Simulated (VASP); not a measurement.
# BaF2 (Fm-3m) in VASP: a series of runs, part 2 of 2

VASP 6.6.1. The steps go on from the part before.

**3. G0W0 quasiparticle levels, LDA**

File POSCAR:

```
BaF2
1.0
    0.0000000000      3.0971612409      3.0971612409
    3.0971612409      0.0000000000      3.0971612409
    3.0971612409      3.0971612409      0.0000000000
Ba F
1 2
Direct
    0.0000000000      0.0000000000      0.0000000000
    0.2500000000      0.2500000000      0.2500000000
    0.7500000000      0.7500000000      0.7500000000
```

File INCAR.step1:

```
  PREC = Accurate
  ENCUT = 500
  EDIFF = 1E-8
  ISMEAR = 0
  SIGMA = 0.01
  LREAL = False
  LASPH = True
  NELM = 80
  ALGO = Normal
  LWAVE = True
  LCHARG = False
  GGA = CA
```

File INCAR.step2:

```
  PREC = Accurate
  ENCUT = 500
  EDIFF = 1E-8
  ISMEAR = 0
  SIGMA = 0.01
  LREAL = False
  LASPH = True
  NELM = 1
  ALGO = Exact
  LWAVE = True
  LCHARG = False
  GGA = CA
  NBANDS = 235
  LOPTICS = True
  ISTART = 1
```

File INCAR.step3:

```
  PREC = Accurate
  ENCUT = 500
  EDIFF = 1E-8
  ISMEAR = 0
  SIGMA = 0.01
  LREAL = False
  LASPH = True
  ALGO = EVGW0
  LWAVE = False
  LCHARG = False
  GGA = CA
  NELMGW = 1
  NBANDS = 235
  ENCUTGW = 140.0
  NOMEGA = 96
  PRECFOCK = Fast
  ISTART = 1
  NBANDSGW = 20
  OMEGAMAX = 20
```

File KPOINTS:

```
Automatic mesh
0
Gamma
  4 4 4
```

Potentials or basis: VASP PAW LDA potentials, release 64 (Ba_sv_GW, F_GW).

The run is started by

```
$ cat potpaw_LDA.64/Ba_sv_GW/POTCAR potpaw_LDA.64/F_GW/POTCAR > POTCAR
$ cp INCAR.step1 INCAR
$ mpirun -np 1 vasp_std > vasp.out
$ cp INCAR.step2 INCAR
$ mpirun -np 1 vasp_std > vasp.out
$ cp INCAR.step3 INCAR
$ mpirun -np 1 vasp_std > vasp.out
```

OUTCAR:

```text
PREC = Accurate
   ENCUT = 500
   EDIFF = 1E-8
   ISMEAR = 0
   LREAL = False
   LASPH = True
   GGA = CA
   NELMGW = 1
   ENCUTGW = 140.0
   PRECFOCK = Fast
   ISTART = 1

 ion  position               nearest neighbor table
   1  0.000  0.000  0.000-   3 2.68   3 2.68   3 2.68   2 2.68   2 2.68   2 2.68   3 2.68   2 2.68

   2  0.250  0.250  0.250-   1 2.68   1 2.68   1 2.68   1 2.68
   3  0.750  0.750  0.750-   1 2.68   1 2.68   1 2.68   1 2.68

  LATTYP: Found a face centered cubic cell.
 ALAT       =     6.1943224818

  Lattice vectors:

 A1 = (   0.0000000000,   3.0971612409,   3.0971612409)
 A2 = (   3.0971612409,   0.0000000000,   3.0971612409)
 A3 = (   3.0971612409,   3.0971612409,   0.0000000000)

Analysis of symmetry for initial positions (statically):
=====================================================================
 Subroutine PRICEL returns:
 Original cell was already a primitive cell.

 Routine SETGRP: Setting up the symmetry group for a
 face centered cubic supercell.

 Subroutine GETGRP returns: Found 48 space group operations
 (whereof 48 operations were pure point group operations)
 out of a pool of 48 trial point group operations.

The static configuration has the point symmetry O_h .

Analysis of symmetry for dynamics (positions and initial velocities):
=====================================================================
 Subroutine PRICEL returns:
 Original cell was already a primitive cell.

 Routine SETGRP: Setting up the symmetry group for a
 face centered cubic supercell.

 Subroutine GETGRP returns: Found 48 space group operations
 (whereof 48 operations were pure point group operations)
 out of a pool of 48 trial point group operations.

The dynamic configuration has the point symmetry O_h .

 Subroutine INISYM returns: Found 48 space group operations
 (whereof 48 operations are pure point group operations),
 and found     1 'primitive' translations

----------------------------------------------------------------------------------------

                                     Primitive cell

  volume of cell :      59.4185

  direct lattice vectors                    reciprocal lattice vectors
     0.000000000  3.097161241  3.097161241    -0.161438156  0.161438156  0.161438156
     3.097161241  0.000000000  3.097161241     0.161438156 -0.161438156  0.161438156
     3.097161241  3.097161241  0.000000000     0.161438156  0.161438156 -0.161438156

  length of vectors
     4.380047432  4.380047432  4.380047432     0.279619089  0.279619089  0.279619089

  position of ions in fractional coordinates (direct lattice)
     0.000000000  0.000000000  0.000000000
     0.250000000  0.250000000  0.250000000
     0.750000000  0.750000000  0.750000000

  ion indices of the primitive-cell ions
   primitive index   ion index
                 1           1
                 2           2
                 3           3

----------------------------------------------------------------------------------------

 KPOINTS: Automatic mesh

Automatic generation of k-mesh.
 Grid dimensions read from file:
 generate k-points for:    4    4    4

 Generating k-lattice:

  Cartesian coordinates                     Fractional coordinates (reciprocal lattice)
    -0.040359539  0.040359539  0.040359539     0.250000000  0.000000000  0.000000000
     0.040359539 -0.040359539  0.040359539     0.000000000  0.250000000  0.000000000
     0.040359539  0.040359539 -0.040359539     0.000000000  0.000000000  0.250000000

  Length of vectors
     0.069904772  0.069904772  0.069904772

  Shift w.r.t. Gamma in fractional coordinates (k-lattice)
     0.000000000  0.000000000  0.000000000

 Subroutine IBZKPT returns following result:
 ===========================================

 Found      8 irreducible k-points:

 Following reciprocal coordinates:
            Coordinates               Weight
  0.000000  0.000000  0.000000      1.000000
  0.250000  0.000000  0.000000      8.000000
  0.500000  0.000000  0.000000      4.000000
  0.250000  0.250000  0.000000      6.000000
  0.500000  0.250000  0.000000     24.000000
 -0.250000  0.250000  0.000000     12.000000
  0.500000  0.500000  0.000000      3.000000
 -0.250000  0.500000  0.250000      6.000000
   k-points           NKPTS =      8   k-points in BZ     NKDIM =     64   number of bands    NBANDS=    235
   number of dos      NEDOS =    301   number of ions     NIONS =      3
   total plane-waves  NPLWV =  32768
   dimension x,y,z NGX =    32 NGY =   32 NGZ =   32
   dimension x,y,z NGXF=    64 NGYF=   64 NGZF=   64
   ions per type =               1   2
   NGX,Y,Z   is equivalent  to a cutoff of  12.15, 12.15, 12.15 a.u.
   NGXF,Y,Z  is equivalent  to a cutoff of  24.29, 24.29, 24.29 a.u.
 SYSTEM =  unknown system
   PREC   = accura    normal or accurate (medium, high low for compatibility)
   ISTART =      1    job   : 0-new  1-cont  2-samecut
   ICHARG =      0    charge: 1-file 2-atom 10-const
   ISPIN  =      1    spin polarized calculation?
   LNONCOLLINEAR =      F non collinear calculations
   LSORBIT =      F    spin-orbit coupling
   LASPH  =      T    aspherical Exc in radial PAW
   ENCUT  =  500.0 eV  36.75 Ry    6.06 a.u.   7.99  7.99  7.99*2*pi/ulx,y,z
   NELM   =     60;   NELMIN=  2; NELMDL=  0     # of ELM steps
   EDIFF  = 0.1E-07   stopping-criterion for ELM
   LREAL  =      F    real-space projection
   EDIFFG = 0.1E-06   stopping-criterion for IOM
   NSW    =      0    number of steps for IOM
   IBRION =     -1    ionic relax: 0-MD 1-quasi-New 2-CG
   NFREE  =      0    steps in history (QN), initial steepest desc. (CG)
   ISIF   =      0    stress and relaxation
   ISYM   =      3    0-nonsym 1-usesym 2-fastsym
   POTIM  = 0.5000    time-step for ionic-motion
   TEBEG  =    0.0;   TEEND  =   0.0 temperature during run
   PSTRESS=    0.0 pullay stress
   NELECT =      24.0000    total number of electrons
   NUPDOWN=      -1.0000    fix difference up-down
   EMIN   =  10.00;   EMAX   =-10.00  energy-range for DOS
   EFERMI =   0.00;   METHOD = LEGACY
   ISMEAR =     0;   SIGMA  =   0.01  broadening in eV -4-tet -1-fermi 0-gaus
   EFERMI_NEDOS =   21; number of points for ismear=-14 and -15
   IALGO  =     38    algorithm
   IMIX   =      4    mixing-type and parameters
     AMIX     =   0.40;   BMIX     =  1.00
     AMIX_MAG =   1.60;   BMIX_MAG =  1.00
  volume/ion in A,a.u.               =      19.81       133.66
  Fermi-wavevector in a.u.,A,eV,Ry     =   1.210147  2.286846 19.925127  1.464456
  Thomas-Fermi vector in A             =   2.345703
   LORBIT       =      0    0 simple, 1 ext, 2 COOP (PROOUT), +10 PAW based schemes
   GGA     = CA    functional components
   LHFCALC =     T    Hartree Fock is set to
   PRECFOCK=fast      Normal, Fast or Accurate (Low or Medium for compatibility)
   ENCUT4O =  -1.0   cutoff for four orbital integrals eV
   NKREDX  =     1    reduce k-point grid by
   NKREDY  =     1    reduce k-point grid by
   NKREDZ  =     1    reduce k-point grid by
   AEXX    =    1.0000 exact exchange contribution
   HFSCREEN=    0.0000 screening length (either q_TF or 0.3 A-1)
   HFSCREENC=   0.0000 screening length for correlation (either q_TF or 0.3 A-1)
   ENCUTFOCK=  -1.0 apply spherical cutoff to Coloumb kernel
   IVDW    =     0    specifies the selected vdW correction
   LEPSILON=     F    determine dielectric tensor
   LRPA    =     F    only Hartree local field effects (RPA)
   LRPAFORCE           =     F    calculate RPA forces
   ENCUTGW             = 140.0    cutoff for response function in eV
   ENCUTGWSOFT         = 112.0    soft cutoff for Coulomb kernel in GW response function in eV
   ENCUTLF             =  -1.0    cutoff for local field effects
   NELMGW              =     1    number of iterations in solving QP/BSE equation
   NELMHF              =     1    number of iterations in the inner HF iteration
   NKREDLFX            =     1    NKREDLFY  =   1   NKREDLFZ  =   1
 non-spin polarized calculation
 Gauss-broadening in eV      SIGMA  =   0.01
  energy-cutoff  :      500.00
  volume of cell :       59.42
 maximum number of plane-waves:      1540
  NGX = 18; NGY = 18; NGZ = 18
   NGX = 15   NGY = 15   NGZ = 15
 maximum number of plane-waves:       229
 NGX is ok and might be reduce to    18

 QP shifts <psi_nk| G(iteration)W_0 |psi_nk>: iteration 1
 for sc-GW calculations column KS-energies equals QP-energies in previous step
 and V_xc(KS)=  KS-energies - (<T + V_ion + V_H > + <T+V_H+V_ion>^1  + <V_x>^1)

 k-point   1 :       0.0000    0.0000    0.0000
  band No.  KS-energies  QP-energies   sigma(KS)   V_xc(KS)     V^pw_x(r,r')   Z            occupation Imag(sigma)

      1     -23.2568     -24.6708     -17.6337     -15.6415     -25.3246       0.7097       2.0000       1.0663
      2     -18.9611     -22.5226     -27.7307     -22.6858     -37.0236       0.7060       2.0000       0.5288
      3     -18.9143     -22.2264     -26.8874     -22.1378     -35.9221       0.6973       2.0000       0.5516
      4      -8.1238     -10.2684     -17.0672     -14.4401     -19.4769       0.8163       2.0000       0.0535
      5      -8.1238     -10.2684     -17.0672     -14.4401     -19.4769       0.8163       2.0000       0.0535
      6      -8.1238     -10.2684     -17.0672     -14.4401     -19.4769       0.8163       2.0000       0.0535
[... 12 lines left out ...]
     19      11.9600      16.5180      -7.8970     -13.3843      -2.7468       0.8306       0.0000      -0.0652
     20      11.9600      16.5180      -7.8970     -13.3843      -2.7468       0.8306       0.0000      -0.0652
[... 148 lines left out ...]
      1     -22.9554     -24.1744     -17.2278     -15.4562     -24.6187       0.6881       2.0000       1.0091
      2     -19.2046     -22.6520     -27.2756     -22.2946     -36.5858       0.6921       2.0000       0.5426
      3     -19.2046     -22.6520     -27.2756     -22.2946     -36.5858       0.6921       2.0000       0.5426
      4      -8.5746     -10.7347     -16.9402     -14.2636     -19.7161       0.8070       2.0000       0.1134
      5      -8.2495     -10.4112     -17.1837     -14.5262     -19.7482       0.8135       2.0000       0.0708
      6      -8.2495     -10.4112     -17.1837     -14.5262     -19.7482       0.8135       2.0000       0.0708
[... 12 lines left out ...]
     19      11.8572      16.5732      -7.9915     -13.6659      -2.7497       0.8311       0.0000      -0.0616
     20      12.3837      17.4882      -8.0278     -14.2148      -2.5133       0.8250       0.0000      -0.0713
```

Run time: 16 min. Hardware: 1 thread of Intel Xeon 8259CL, shared host; peak memory 0.73 GiB.

What came out:

```
Quasiparticle gap                                   : 9.59 eV
Least direct quasiparticle gap                      : 9.71 eV
Band gap of the starting levels on the mesh         : 6.47 eV
Least direct gap of the starting levels on the mesh : 6.57 eV
```

Caveat: the k points lie up to 0.44 Å⁻¹ apart; bands, screening cutoff and mesh are small and nothing is extrapolated, so the quasiparticle values aren't converged; spin-orbit coupling is left out, which moves the levels of the heavy elements.
